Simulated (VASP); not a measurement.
# Se (P3_121) in VASP: a series of runs

The runs below take Se through single point, relaxation of cell and atoms, with PBEsol.

Everything below comes from runs of VASP 6.6.1. Logs are shortened: lines on timing, memory, paths and dates and some standing lists are left out, and cuts for length are marked.

### 1 The cell of the first run

Symmetry: P3_121, No. 152, trigonal system. Conventional cell: a = 4.045 Å, b = 4.045 Å, c = 5.115 Å, α = 90.00°, β = 90.00°, γ = 120.00°. Se (site symmetry 2) has 6 Se at 2.44 to 3.18 Å within 3.2 Å.

### 2 Single point, PBEsol

INCAR reads:

```
PREC     = Accurate       # precision mode
ENCUT    = 520            # plane-wave cutoff, eV
EDIFF    = 1E-6           # SCF threshold, eV
ISMEAR   = 0              # smearing method
SIGMA    = 0.02           # smearing width, eV
LREAL    = F              # projectors in reciprocal space
LASPH    = T              # aspherical terms in the spheres
NELM     = 80             # most SCF steps
ALGO     = Normal         # electronic algorithm
ISIF     = 2              # what is computed and relaxed
LWAVE    = F              # write WAVECAR
LCHARG   = F              # write CHGCAR
GGA      = PS             # functional
NBANDS   = 16             # bands
```

KPOINTS reads:

```
regular mesh
0
Gamma
  12 12 8
```

POSCAR reads:

```
Se
1.0
    4.0445426270      0.0000000000      0.0000000000
   -2.0222713135      3.5026766616      0.0000000000
    0.0000000000      0.0000000000      5.1145538300
Se
3
Direct
    0.2485237291      0.0000000000      0.3333333333
    0.0000000000      0.2485237291      0.6666666667
    0.7514762709      0.7514762709      0.0000000000
```

Potentials or basis: VASP PAW PBE potentials, release 64 (Se).

Command:

```
$ cat potpaw_PBE.64/Se/POTCAR > POTCAR
$ mpirun -np 1 vasp_std > vasp.out
```

OUTCAR:

```text
PREC = Accurate
   ENCUT = 520
   EDIFF = 1E-6
   ISMEAR = 0
   LREAL = F
   LASPH = T
   NELM = 80
   ISIF = 2
   GGA = PS

 ion  position               nearest neighbor table
   1  0.249  0.000  0.333-   3 2.44   2 2.44
   2  0.000  0.249  0.667-   3 2.44   1 2.44
   3  0.751  0.751  0.000-   2 2.44   1 2.44

  LATTYP: Found a hexagonal cell.
 ALAT       =     4.0445426270
 C/A-ratio  =     1.2645567872

  Lattice vectors:

 A1 = (   4.0445426270,   0.0000000000,   0.0000000000)
 A2 = (  -2.0222713135,   3.5026766616,   0.0000000000)
 A3 = (   0.0000000000,   0.0000000000,   5.1145538300)

Analysis of symmetry for initial positions (statically):
=====================================================================
 Subroutine PRICEL returns:
 Original cell was already a primitive cell.

 Routine SETGRP: Setting up the symmetry group for a
 hexagonal supercell.

 Subroutine GETGRP returns: Found  6 space group operations
 (whereof  2 operations were pure point group operations)
 out of a pool of 24 trial point group operations.

The static configuration has the point symmetry C_2 .
 The point group associated with its full space group is D_3 .

Analysis of symmetry for dynamics (positions and initial velocities):
=====================================================================
 Subroutine PRICEL returns:
 Original cell was already a primitive cell.

 Routine SETGRP: Setting up the symmetry group for a
 hexagonal supercell.

 Subroutine GETGRP returns: Found  6 space group operations
 (whereof  2 operations were pure point group operations)
 out of a pool of 24 trial point group operations.

The dynamic configuration has the point symmetry C_2 .
 The point group associated with its full space group is D_3 .

 Subroutine INISYM returns: Found  6 space group operations
 (whereof  2 operations are pure point group operations),
 and found     1 'primitive' translations

----------------------------------------------------------------------------------------

                                     Primitive cell

  volume of cell :      72.4565

  direct lattice vectors                    reciprocal lattice vectors
     4.044542627  0.000000000  0.000000000     0.247246745  0.142747975  0.000000000
    -2.022271314  3.502676662  0.000000000     0.000000000  0.285495950  0.000000000
     0.000000000  0.000000000  5.114553830     0.000000000  0.000000000  0.195520476

[... 85 lines left out ...]
   EDIFF  = 0.1E-05   stopping-criterion for ELM
   LREAL  =      F    real-space projection
   EDIFFG = 0.1E-04   stopping-criterion for IOM
   NSW    =      0    number of steps for IOM
   IBRION =     -1    ionic relax: 0-MD 1-quasi-New 2-CG
   NFREE  =      0    steps in history (QN), initial steepest desc. (CG)
   ISIF   =      2    stress and relaxation
   ISYM   =      2    0-nonsym 1-usesym 2-fastsym
   POTIM  = 0.5000    time-step for ionic-motion
   TEBEG  =    0.0;   TEEND  =   0.0 temperature during run
   PSTRESS=    0.0 pullay stress
   NELECT =      18.0000    total number of electrons
   NUPDOWN=      -1.0000    fix difference up-down
   EMIN   =  10.00;   EMAX   =-10.00  energy-range for DOS
   EFERMI =   0.00;   METHOD = LEGACY
   ISMEAR =     0;   SIGMA  =   0.02  broadening in eV -4-tet -1-fermi 0-gaus
   EFERMI_NEDOS =   21; number of points for ismear=-14 and -15
   IALGO  =     38    algorithm
   IMIX   =      4    mixing-type and parameters
     AMIX     =   0.40;   BMIX     =  1.00
     AMIX_MAG =   1.60;   BMIX_MAG =  1.00
  volume/ion in A,a.u.               =      24.15       162.99
  Fermi-wavevector in a.u.,A,eV,Ry     =   1.029137  1.944787 14.410247  1.059123
  Thomas-Fermi vector in A             =   2.163169
   LORBIT       =      0    0 simple, 1 ext, 2 COOP (PROOUT), +10 PAW based schemes
   GGA     = PS    functional components
   LHFCALC =     F    Hartree Fock is set to
   AEXX    =    0.0000 exact exchange contribution
   IVDW    =     0    specifies the selected vdW correction
   LEPSILON=     F    determine dielectric tensor
   LRPA    =     F    only Hartree local field effects (RPA)
 non-spin polarized calculation
 Gauss-broadening in eV      SIGMA  =   0.02
  energy-cutoff  :      520.00
  volume of cell :       72.46
 maximum number of plane-waves:      1981
   NGX = 15   NGY = 15   NGZ = 19

 number of electron      18.0000000 magnetization

 Free energy of the ion-electron system (eV)
  ---------------------------------------------------
  ext. energy  EPLUGINS =         0.00000000
  ---------------------------------------------------
  free energy    TOTEN  =       -11.56076492 eV

  energy without entropy =      -11.56076492  energy(sigma->0) =      -11.56076492

 E-fermi :   3.9035     XC(G=0):  -9.6804

 val. band max:        3.7388941733   @ k =   0.4167   0.1667   0.5000
 cond. band min:       4.1923879435   @ k =   0.3333   0.3333   0.5000
 fundamental gap:      0.4534937702
 Fermi energy:         3.9035312700

 k-point     1 :       0.0000    0.0000    0.0000
  band No.  band energies     occupation
      1     -12.3439      2.00000
      2      -8.2338      2.00000
      3      -8.2338      2.00000
      4       0.0259      2.00000
      5       0.2674      2.00000
      6       0.2674      2.00000
[... 433 lines left out ...]
      3      -7.4615      2.00000
      4      -0.9609      2.00000
      5      -0.6409      2.00000
      6       0.2514      2.00000
[... 8 lines left out ...]
     15      11.4196      0.00000
     16      12.2022      0.00000

 [... further k-points ...]

------------------------ aborting loop because EDIFF is reached ----------------------------------------

  FORCE on cell =-STRESS in cart. coord.  units (eV):
  Direction    XX          YY          ZZ          XY          YZ          ZX
  --------------------------------------------------------------------------------------
  -------------------------------------------------------------------------------------
  Total        0.0408378      0.0408378      0.1313016     -0.0000000     -0.0000000      0.0000000
  in kB        0.9030163      0.9030163      2.9033757     -0.0000000     -0.0000000      0.0000000
  external PRESSURE =       1.5698028 kB  Pullay stress =       0.0000000 kB

 VOLUME and BASIS-vectors are now :
 -----------------------------------------------------------------------------
  energy-cutoff  :      520.00
  volume of cell :       72.46
      direct lattice vectors                 reciprocal lattice vectors
     4.044542627  0.000000000  0.000000000     0.247246745  0.142747975  0.000000000
    -2.022271314  3.502676662  0.000000000     0.000000000  0.285495950  0.000000000
     0.000000000  0.000000000  5.114553830     0.000000000  0.000000000  0.195520476

 POSITION                                       TOTAL-FORCE (eV/Angst)
 -----------------------------------------------------------------------------------
      1.00516      0.00000      1.70485         0.028581      0.000000     -0.000000
     -0.50258      0.87050      3.40970        -0.014290      0.024752      0.000000
      1.51969      2.63218      0.00000        -0.014290     -0.024752      0.000000
 -----------------------------------------------------------------------------------
    total drift:                               -0.000001     -0.000001      0.000000

  FREE ENERGIE OF THE ION-ELECTRON SYSTEM (eV)
  ---------------------------------------------------
  free  energy   TOTEN  =       -11.5607649238 eV

  energy  without entropy=      -11.5607649238  energy(sigma->0) =      -11.56076492
```

OSZICAR:

```text
N       E                     dE             d eps       ncg     rms          rms(c)
DAV:   1     0.768735031967E+02    0.76874E+02   -0.73069E+03  4192   0.946E+02
DAV:   2    -0.694150207226E+01   -0.83815E+02   -0.79492E+02  5504   0.154E+02
DAV:   3    -0.116077387480E+02   -0.46662E+01   -0.46492E+01  5320   0.411E+01
DAV:   4    -0.116356936450E+02   -0.27955E-01   -0.27951E-01  5496   0.377E+00
DAV:   5    -0.116358631587E+02   -0.16951E-03   -0.16951E-03  5424   0.290E-01    0.707E+00
DAV:   6    -0.115812472521E+02    0.54616E-01   -0.29132E-02  5272   0.108E+00    0.434E+00
DAV:   7    -0.115615430653E+02    0.19704E-01   -0.58195E-02  4848   0.148E+00    0.180E-01
DAV:   8    -0.115607225904E+02    0.82047E-03   -0.86739E-03  4600   0.564E-01    0.957E-02
DAV:   9    -0.115607621653E+02   -0.39575E-04   -0.22199E-04  5992   0.100E-01    0.313E-02
DAV:  10    -0.115607646533E+02   -0.24880E-05   -0.23932E-05  5176   0.325E-02    0.565E-03
DAV:  11    -0.115607649238E+02   -0.27049E-06   -0.50470E-06  5680   0.133E-02
   1 F= -.11560765E+02 E0= -.11560765E+02  d E =-.220876E-33
```

Wall time 2.8 min (1 thread of Intel Xeon 8259CL, shared host); peak memory 0.26 GiB.

Results:

* Free energy: -11.5608 eV
* Pressure: 0.2 GPa
* Largest force: 0.029 eV/Å
* Band gap on the k mesh: 0.45 eV (least direct gap 0.46 eV)

Forces on the atoms (eV/Å):
```
Se   0.029  0.000  0.000
Se  -0.014  0.025  0.000
Se  -0.014 -0.025  0.000
```

Stress tensor (GPa, compression positive):
```
0.09 0.00 0.00
0.00 0.09 0.00
0.00 0.00 0.29
```

Caveat: semilocal functionals underestimate gaps, and a narrow one can read as zero; the PAW data sets were made with another functional, which shifts forces and pressure a little.

### 3 Relaxation of cell and atoms, PBEsol

This run uses another cell than the first one, of 24.50 Å³/atom.

INCAR reads:

```
SYSTEM = Se
  ALGO = Normal
  EDIFF = 1E-7
  EDIFFG = -0.005
  ENCUT = 600
  GGA = PS
  IBRION = 2
  ISIF = 3
  ISMEAR = 0
  LASPH = .TRUE.
  LCHARG = .FALSE.
  LREAL = .FALSE.
  LWAVE = .FALSE.
  NELM = 60
  NSW = 70
  PREC = Accurate
  SIGMA = 0.02
```

KPOINTS reads:

```
k-points
0
G
  12 12 8
  0 0 0
```

POSCAR reads:

```
Se
1.0
    4.0681465709      0.0000000000      0.0000000000
   -2.0340732855      3.5231182767      0.0000000000
    0.0000000000      0.0000000000      5.1277306261
Se
3
Direct
    0.2473450702      0.0000000000      0.3333333333
    0.0000000000      0.2473450702      0.6666666667
    0.7526549298      0.7526549298      0.0000000000
```

Potentials or basis: VASP PAW PBE potentials, release 64 (Se).

Command:

```
$ cat potpaw_PBE.64/Se/POTCAR > POTCAR
$ mpirun -np 1 vasp_std > vasp.out
```

OUTCAR:

```text
SYSTEM = Se
   EDIFF = 1E-7
   EDIFFG = -0.005
   ENCUT = 600
   GGA = PS
   IBRION = 2
   ISIF = 3
   ISMEAR = 0
   LASPH = .TRUE.
   LREAL = .FALSE.
   NELM = 60
   NSW = 70
   PREC = Accurate

 ion  position               nearest neighbor table
   1  0.247  0.000  0.333-   3 2.44   2 2.44
   2  0.000  0.247  0.667-   3 2.44   1 2.44
   3  0.753  0.753  0.000-   1 2.44   2 2.44

  LATTYP: Found a hexagonal cell.
 ALAT       =     4.0681465709
 C/A-ratio  =     1.2604586725

  Lattice vectors:

 A1 = (   4.0681465709,   0.0000000000,   0.0000000000)
 A2 = (  -2.0340732855,   3.5231182767,   0.0000000000)
 A3 = (   0.0000000000,   0.0000000000,   5.1277306261)

Analysis of symmetry for initial positions (statically):
[... 389 lines left out ...]
      5       0.3100      2.00000
      6       0.3100      2.00000
      7       1.8491      2.00000
      8       1.8491      2.00000
      9       3.1907      2.00000
     10       5.1720      0.00000
     11       5.1720      0.00000
     12       5.7816      0.00000
     13      10.0080      0.00000
[... 354 lines left out ...]
  band No.  band energies     occupation
      1     -12.0573      2.00000
      2      -9.0459      2.00000
      3      -7.4489      2.00000
      4      -0.9341      2.00000
      5      -0.6129      2.00000
      6       0.2829      2.00000
      7       2.1693      2.00000
      8       2.6785      2.00000
      9       3.1474      2.00000
     10       4.8055      0.00000
     11       4.9992      0.00000
     12       5.7114      0.00000
     13       9.1704      0.00000

 [... further k-points ...]

------------------------ aborting loop because EDIFF is reached ----------------------------------------

  FORCE on cell =-STRESS in cart. coord.  units (eV):
  Direction    XX          YY          ZZ          XY          YZ          ZX
  --------------------------------------------------------------------------------------
  -------------------------------------------------------------------------------------
  Total        0.0030458      0.0030458      0.0031931     -0.0000000     -0.0000000      0.0000000
  in kB        0.0674853      0.0674853      0.0707492     -0.0000000     -0.0000000      0.0000000
  external PRESSURE =       0.0685732 kB  Pullay stress =       0.0000000 kB
[... 18 lines left out ...]
  FREE ENERGIE OF THE ION-ELECTRON SYSTEM (eV)
  ---------------------------------------------------
  free  energy   TOTEN  =       -11.5612161639 eV

  energy  without entropy=      -11.5612161639  energy(sigma->0) =      -11.56121616

 reached required accuracy - stopping structural energy minimisation
```

CONTCAR:

```text
Se
   1.00000000000000
     4.0352151221942165    0.0000000000004649   -0.0000000000000000
    -2.0176075611463005    3.4945988055375694    0.0000000000000000
     0.0000000000000000   -0.0000000000000000    5.1279573739677700
  Se
     3
Direct
     0.2494252337796342    1.0000000000000000    0.3333333332999970
     1.0000000000000000    0.2494252337796342    0.6666666667000030
     0.7505747662203659    0.7505747662203660    0.0000000000000000

  0.00000000E+00  0.00000000E+00  0.00000000E+00
  0.00000000E+00  0.00000000E+00  0.00000000E+00
  0.00000000E+00  0.00000000E+00  0.00000000E+00
```

It took 15 min on 1 thread of Intel Xeon 8259CL, shared host; peak memory 0.33 GiB.

Results:

```
Free energy                           : -11.5612 eV
Relaxed volume                        : 24.10 Å³/atom
Relaxed cell                          : a = 4.035 Å, b = 4.035 Å, c = 5.128 Å, α = 90.00°, β = 90.00°, γ = 120.00°
Space group after relaxing (to 0.1 Å) : P3_121 (No. 152)
Energy gained by relaxing             : 0.5 meV/atom
Ionic steps                           : 10
Pressure after relaxing               : 0.0 GPa
Band gap on the k mesh                : 0.42 eV
```

Step by step:
| step | energy change (eV) | largest force (eV/Å) | pressure (GPa) | volume (Å³) |
| --- | --- | --- | --- | --- |
| 1 | 0.0000 | 0.0252 | -0.50 | 73.49 |
| 2 | -0.0004 | 0.0699 | 0.32 | 72.69 |
| 3 | -0.0008 | 0.0298 | -0.03 | 73.02 |
| 4 | -0.0009 | 0.0254 | -0.02 | 72.93 |
| 5 | -0.0012 | 0.0127 | -0.01 | 72.66 |
| 6 | -0.0013 | 0.0115 | 0.04 | 72.12 |
| 7 | -0.0014 | 0.0028 | 0.02 | 72.32 |
| 8 | -0.0014 | 0.0072 | -0.05 | 72.37 |
| 9 | -0.0014 | 0.0060 | -0.03 | 72.35 |
| 10 | -0.0014 | 0.0018 | 0.01 | 72.31 |

Final structure:
```
Se
1.0
     4.03522    0.00000    0.00000
    -2.01761    3.49460    0.00000
     0.00000    0.00000    5.12796
Se
3
Cartesian
  -1.0111 3.4946 1.7093
  3.5320 0.8716 3.4186
  1.5144 2.6230 0.0000
```

Levels at points of the mesh, in eV from the valence-band top:
```csv
k point,band 5,band 6,band 7,band 8,band 9,band 10,band 11,band 12,band 13
"(0.00, 0.00, 0.00)",-3.45,-3.45,-1.91,-1.91,-0.57,1.41,1.41,2.02,6.25
"(0.50, 0.00, 0.00)",-5.04,-3.88,-3.68,-1.48,-0.99,1.39,1.63,4.23,4.29
"(0.00, 0.00, 0.50)",-3.12,-3.12,-1.42,-1.36,-1.36,0.86,0.86,0.87,5.49
"(0.50, 0.00, 0.50)",-4.41,-4.29,-2.51,-2.02,-0.11,1.25,2.47,2.96,5.87
```

Caveat: semilocal functionals underestimate gaps, and a narrow one can read as zero; the PAW data sets were made with another functional, which shifts forces and pressure a little.
